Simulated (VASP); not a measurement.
# NbP in VASP: single point with PBE

Aim: the single point of NbP with PBE.

Program: VASP 6.6.1. These are calculated values, not measurements. Logs are shortened: lines on timing, memory, paths and dates and some standing lists are left out, and cuts for length are marked.

## 1. The cell of the first run

The typed cell holds 4 atoms: a = 3.342 Å, b = 3.342 Å, c = 6.212 Å, α = 74.36°, β = 74.37°, γ = 90.00°.

## 2. Single point, PBE

The input, INCAR:

```
ALGO = Normal ; EDIFF = 1E-7
ENCUT = 520 ; GGA = PE
ISIF = 2 ; ISMEAR = -4
ISYM = 0 ; LASPH = True
LCHARG = True ; LELF = True
LREAL = False ; LVHAR = True
LWAVE = False ; NBANDS = 26
NELM = 60 ; PREC = Accurate
SIGMA = 0.1
```

The input, KPOINTS:

```
k-points
0
Gamma
  6 6 6
```

The input, POSCAR:

```
NbP
1.0
   -0.0000001243      3.3419669906     -0.0009183568
    3.3420252578     -0.0000001243     -0.0010712161
    1.6728462180      1.6725554995     -5.7441215293
Nb P
2 2
Direct
   -0.0399768628     -0.0415181404      0.0821571505
    0.7095773989      0.2089357270      0.5821569642
    0.5429605123      0.5417515267     -0.0833240949
    0.2927940282      0.7918971851      0.4166834090
```

Potentials or basis: VASP PAW PBE potentials, release 64 (Nb_sv, P).

On the command line:

```bash
$ cat potpaw_PBE.64/Nb_sv/POTCAR potpaw_PBE.64/P/POTCAR > POTCAR
$ mpirun -np 1 vasp_std > vasp.out
```

OUTCAR:

```text
EDIFF = 1E-7
   ENCUT = 520
   GGA = PE
   ISIF = 2
   ISMEAR = -4
   ISYM = 0
   LASPH = True
   LREAL = False
   NELM = 60
   PREC = Accurate

 ion  position               nearest neighbor table
   1  0.960  0.958  0.082-   4 2.55   3 2.55   3 2.55   4 2.55   3 2.55   3 2.55
   2  0.710  0.209  0.582-   3 2.55   4 2.55   4 2.55   3 2.55   4 2.55   4 2.55
   3  0.543  0.542  0.917-   2 2.55   1 2.55   1 2.55   2 2.55   1 2.55   1 2.55
   4  0.293  0.792  0.417-   1 2.55   2 2.55   2 2.55   1 2.55   2 2.55   2 2.55

IMPORTANT INFORMATION: All symmetrisations will be switched off!
NOSYMM: (Re-)initialisation of all symmetry stuff for point group C_1.

----------------------------------------------------------------------------------------

                                     Primitive cell

  volume of cell :      64.1446

  direct lattice vectors                    reciprocal lattice vectors
    -0.000000124  3.341966991 -0.000918357     0.000027943  0.299248925  0.087142512
     3.342025258 -0.000000124 -0.001071216     0.299247697  0.000023961  0.087156139
     1.672846218  1.672555500 -5.744121529    -0.000055811 -0.000047848 -0.174121210

  length of vectors
     3.341967117  3.342025429  6.212148462     0.311678901  0.311681532  0.174121226

  position of ions in fractional coordinates (direct lattice)
     0.960023137  0.958481860  0.082157151
     0.709577399  0.208935727  0.582156964
     0.542960512  0.541751527  0.916675905
     0.292794028  0.791897185  0.416683409

  ion indices of the primitive-cell ions
   primitive index   ion index
                 1           1
                 2           2
                 3           3
                 4           4

----------------------------------------------------------------------------------------

 KPOINTS: k-points

Automatic generation of k-mesh.
 Grid dimensions read from file:
 generate k-points for:    6    6    6

 Generating k-lattice:

  Cartesian coordinates                     Fractional coordinates (reciprocal lattice)
     0.000004657  0.049874821  0.014523752     0.166666667  0.000000000 -0.000000000
     0.049874616  0.000003994  0.014526023     0.000000000  0.166666667  0.000000000
    -0.000009302 -0.000007975 -0.029020202    -0.000000000 -0.000000000  0.166666667

  Length of vectors
     0.051946483  0.051946922  0.029020204

  Shift w.r.t. Gamma in fractional coordinates (k-lattice)
     0.000000000  0.000000000  0.000000000

 TETIRR: Found    648 inequivalent tetrahedra from     1296

 Subroutine IBZKPT returns following result:
 ===========================================

 Found    112 irreducible k-points:

 Following reciprocal coordinates:
            Coordinates               Weight
  0.000000  0.000000  0.000000      1.000000
  0.166667  0.000000 -0.000000      2.000000
  0.333333  0.000000  0.000000      2.000000
  0.500000  0.000000 -0.000000      1.000000
  0.000000  0.166667  0.000000      2.000000
  0.166667  0.166667  0.000000      2.000000
[... 16 lines left out ...]
  0.333333  0.000000  0.166667      2.000000
  0.500000  0.000000  0.166667      2.000000
 [... further k-points ...]
   k-points           NKPTS =    112   k-points in BZ     NKDIM =    112   number of bands    NBANDS=     26
   number of dos      NEDOS =    301   number of ions     NIONS =      4
   total plane-waves  NPLWV =  37632
   dimension x,y,z NGX =    28 NGY =   28 NGZ =   48
   dimension x,y,z NGXF=    56 NGYF=   56 NGZF=   96
   ions per type =               2   2
   NGX,Y,Z   is equivalent  to a cutoff of  13.93, 13.93, 12.85 a.u.
   NGXF,Y,Z  is equivalent  to a cutoff of  27.86, 27.86, 25.69 a.u.
 SYSTEM =  unknown system
   PREC   = accura    normal or accurate (medium, high low for compatibility)
   ISTART =      0    job   : 0-new  1-cont  2-samecut
   ICHARG =      2    charge: 1-file 2-atom 10-const
   ISPIN  =      1    spin polarized calculation?
   LNONCOLLINEAR =      F non collinear calculations
   LSORBIT =      F    spin-orbit coupling
   LASPH  =      T    aspherical Exc in radial PAW
   ENCUT  =  520.0 eV  38.22 Ry    6.18 a.u.   6.21  6.21 11.55*2*pi/ulx,y,z
   NELM   =     60;   NELMIN=  2; NELMDL= -5     # of ELM steps
   EDIFF  = 0.1E-06   stopping-criterion for ELM
   LREAL  =      F    real-space projection
   EDIFFG = 0.1E-05   stopping-criterion for IOM
   NSW    =      0    number of steps for IOM
   IBRION =     -1    ionic relax: 0-MD 1-quasi-New 2-CG
   NFREE  =      0    steps in history (QN), initial steepest desc. (CG)
   ISIF   =      2    stress and relaxation
   ISYM   =      0    0-nonsym 1-usesym 2-fastsym
   POTIM  = 0.5000    time-step for ionic-motion
   TEBEG  =    0.0;   TEEND  =   0.0 temperature during run
   PSTRESS=    0.0 pullay stress
   NELECT =      36.0000    total number of electrons
   NUPDOWN=      -1.0000    fix difference up-down
   EMIN   =  10.00;   EMAX   =-10.00  energy-range for DOS
   EFERMI =   0.00;   METHOD = LEGACY
   ISMEAR =    -4;   SIGMA  =   0.10  broadening in eV -4-tet -1-fermi 0-gaus
   EFERMI_NEDOS =   21; number of points for ismear=-14 and -15
   IALGO  =     38    algorithm
   IMIX   =      4    mixing-type and parameters
     AMIX     =   0.40;   BMIX     =  1.00
     AMIX_MAG =   1.60;   BMIX_MAG =  1.00
  volume/ion in A,a.u.               =      16.04       108.22
  Fermi-wavevector in a.u.,A,eV,Ry     =   1.350379  2.551846 24.810534  1.823523
  Thomas-Fermi vector in A             =   2.477888
   LORBIT       =      0    0 simple, 1 ext, 2 COOP (PROOUT), +10 PAW based schemes
   GGA     = PE    functional components
   LHFCALC =     F    Hartree Fock is set to
   AEXX    =    0.0000 exact exchange contribution
   IVDW    =     0    specifies the selected vdW correction
   LEPSILON=     F    determine dielectric tensor
   LRPA    =     F    only Hartree local field effects (RPA)
 non-spin polarized calculation
 Fermi weights with tetrahedron method witout Bloechl corrections
  energy-cutoff  :      520.00
  volume of cell :       64.14
 maximum number of plane-waves:      1742
 NGX is ok and might be reduce to    28
   NGX = 13   NGY = 13   NGZ = 23

 number of electron      35.9999999 magnetization

 Free energy of the ion-electron system (eV)
  ---------------------------------------------------
  ext. energy  EPLUGINS =         0.00000000
  ---------------------------------------------------
  free energy    TOTEN  =       -35.28502180 eV

  energy without entropy =      -35.28502180  energy(sigma->0) =      -35.28502180

 E-fermi :  10.5368     XC(G=0): -12.0082

 val. band max:       10.5245795538   @ k =   0.0000   0.5000   0.3333
 cond. band min:      10.5997045989   @ k =   0.0000   0.5000   0.1667
 fundamental gap:      0.0751250452
 Fermi energy:        10.5367511859

 k-point     1 :       0.0000    0.0000    0.0000
  band No.  band energies     occupation
      1     -44.3421      2.00000
      2     -44.3052      2.00000
      3     -20.6044      2.00000
      4     -20.4016      2.00000
      5     -20.4015      2.00000
      6     -20.2588      2.00000
[... 18 lines left out ...]
     25      14.6973      0.00000
     26      14.6974      0.00000

 k-point     2 :       0.1667    0.0000   -0.0000
  band No.  band energies     occupation
      1     -44.3358      2.00000
      2     -44.3027      2.00000
      3     -20.5822      2.00000
      4     -20.4693      2.00000
      5     -20.3960      2.00000
      6     -20.3260      2.00000
[... 18 lines left out ...]
     25      15.0494      0.00000
     26      15.7748      0.00000

 k-point     3 :       0.3333    0.0000    0.0000
  band No.  band energies     occupation
      1     -44.3224      2.00000
      2     -44.2984      2.00000
      3     -20.6315      2.00000
      4     -20.5143      2.00000
      5     -20.4342      2.00000
      6     -20.3845      2.00000
[... 18 lines left out ...]
     25      15.1840      0.00000
     26      16.9101      0.00000

 k-point     4 :       0.5000    0.0000   -0.0000
  band No.  band energies     occupation
      1     -44.3149      2.00000
      2     -44.2971      2.00000
      3     -20.6971      2.00000
      4     -20.5379      2.00000
      5     -20.4337      2.00000
      6     -20.3788      2.00000
[... 18 lines left out ...]
     25      15.4468      0.00000
     26      16.7747      0.00000

 k-point     5 :       0.0000    0.1667    0.0000
  band No.  band energies     occupation
      1     -44.3358      2.00000
      2     -44.3027      2.00000
      3     -20.5822      2.00000
      4     -20.4693      2.00000
      5     -20.3959      2.00000
      6     -20.3260      2.00000
[... 18 lines left out ...]
     25      15.0491      0.00000
     26      15.7748      0.00000

 k-point     6 :       0.1667    0.1667    0.0000
  band No.  band energies     occupation
      1     -44.3286      2.00000
      2     -44.3012      2.00000
      3     -20.5532      2.00000
      4     -20.4747      2.00000
      5     -20.4518      2.00000
      6     -20.3248      2.00000
[... 427 lines left out ...]
 k-point    21 :      -0.0000    0.0000    0.1667
  band No.  band energies     occupation
      1     -44.3397      2.00000
      2     -44.3077      2.00000
      3     -20.5795      2.00000
      4     -20.4037      2.00000
      5     -20.4036      2.00000
      6     -20.2567      2.00000
[... 18 lines left out ...]
     25      14.8921      0.00000
     26      14.8921      0.00000

 k-point    22 :       0.1667    0.0000    0.1667
  band No.  band energies     occupation
      1     -44.3358      2.00000
      2     -44.3027      2.00000
      3     -20.5822      2.00000
      4     -20.4694      2.00000
      5     -20.3959      2.00000
      6     -20.3260      2.00000
[... 18 lines left out ...]
     25      15.0518      0.00000
     26      15.7757      0.00000

 k-point    23 :       0.3333    0.0000    0.1667
  band No.  band energies     occupation
      1     -44.3240      2.00000
      2     -44.2968      2.00000
      3     -20.6330      2.00000
      4     -20.5175      2.00000
      5     -20.4460      2.00000
      6     -20.3835      2.00000
[... 18 lines left out ...]
     25      15.4054      0.00000
     26      17.2849      0.00000

 k-point    24 :       0.5000    0.0000    0.1667
  band No.  band energies     occupation
      1     -44.3149      2.00000
      2     -44.2971      2.00000
      3     -20.6984      2.00000
      4     -20.5318      2.00000
      5     -20.4404      2.00000
      6     -20.3787      2.00000
[... 18 lines left out ...]
     25      15.2060      0.00000
     26      17.0156      0.00000

 [... further k-points ...]
[... 5 lines left out ...]
  --------------------------------------------------------------------------------------
  -------------------------------------------------------------------------------------
  Total       -0.1568568     -0.1558303     -0.1465402     -0.0000362      0.0009423      0.0037720
  in kB       -3.9179038     -3.8922634     -3.6602204     -0.0009036      0.0235374      0.0942147
  external PRESSURE =      -3.8234625 kB  Pullay stress =       0.0000000 kB

 VOLUME and BASIS-vectors are now :
 -----------------------------------------------------------------------------
  energy-cutoff  :      520.00
  volume of cell :       64.14
      direct lattice vectors                 reciprocal lattice vectors
    -0.000000124  3.341966991 -0.000918357     0.000027943  0.299248925  0.087142512
     3.342025258 -0.000000124 -0.001071216     0.299247697  0.000023961  0.087156139
     1.672846218  1.672555500 -5.744121529    -0.000055811 -0.000047848 -0.174121210

 POSITION                                       TOTAL-FORCE (eV/Angst)
 -----------------------------------------------------------------------------------
      3.34071      3.34578     -0.47383         0.003690      0.000110      0.003134
      1.67213      3.34507     -3.34486         0.001186      0.004257      0.002969
      3.34401      3.34775     -5.26658        -0.003329     -0.001610     -0.003329
      3.34359      1.67543     -2.39460        -0.001547     -0.002757     -0.002774
 -----------------------------------------------------------------------------------
    total drift:                               -0.000132     -0.000158      0.000276

  FREE ENERGIE OF THE ION-ELECTRON SYSTEM (eV)
  ---------------------------------------------------
  free  energy   TOTEN  =       -35.2850217962 eV

  energy  without entropy=      -35.2850217962  energy(sigma->0) =      -35.28502180
```

It took 85 s on 1 thread of Intel Xeon 6975P-C (Granite Rapids), shared host; peak memory 0.29 GiB.

Results:

| Item | Value |
| --- | --- |
| Free energy | -35.2850 eV |
| Pressure | -0.4 GPa |
| Largest force | 0.005 eV/Å |
| Band gap on the k mesh | 0.08 eV, indirect (the least direct gap lies 2.3 meV higher) |

Forces in eV/Å, atoms in the order of the input:
```
Nb   0.004  0.000  0.003
Nb   0.001  0.004  0.003
P   -0.003 -0.002 -0.003
P   -0.002 -0.003 -0.003
```

Levels at points of the mesh, in eV from the valence-band top:
```tsv
k point	band 14	band 15	band 16	band 17	band 18	band 19	band 20	band 21	band 22	band 23
(0.00, 0.00, 0.00)	-2.13	-2.06	-1.65	-1.26	-1.26	0.93	1.69	2.74	3.25	3.25
(0.50, 0.00, 0.00)	-3.11	-2.22	-1.78	-1.44	-0.06	0.16	1.40	2.52	2.74	3.37
(0.00, 0.50, 0.00)	-3.11	-2.22	-1.78	-1.44	-0.06	0.16	1.40	2.52	2.74	3.37
(0.50, 0.50, 0.00)	-4.53	-2.77	-2.76	-0.34	-0.33	3.06	3.06	3.15	3.15	4.11
(0.00, 0.00, 0.50)	-2.60	-2.58	-2.58	-0.42	-0.42	1.28	1.28	2.39	2.39	3.65
(0.50, 0.00, 0.50)	-3.11	-2.22	-1.78	-1.44	-0.05	0.17	1.39	2.52	2.74	3.37
(0.00, 0.50, 0.50)	-3.11	-2.22	-1.78	-1.44	-0.05	0.17	1.39	2.52	2.74	3.37
(0.50, 0.50, 0.50)	-4.54	-2.77	-2.77	-0.34	-0.34	3.06	3.06	3.15	3.15	4.12
```
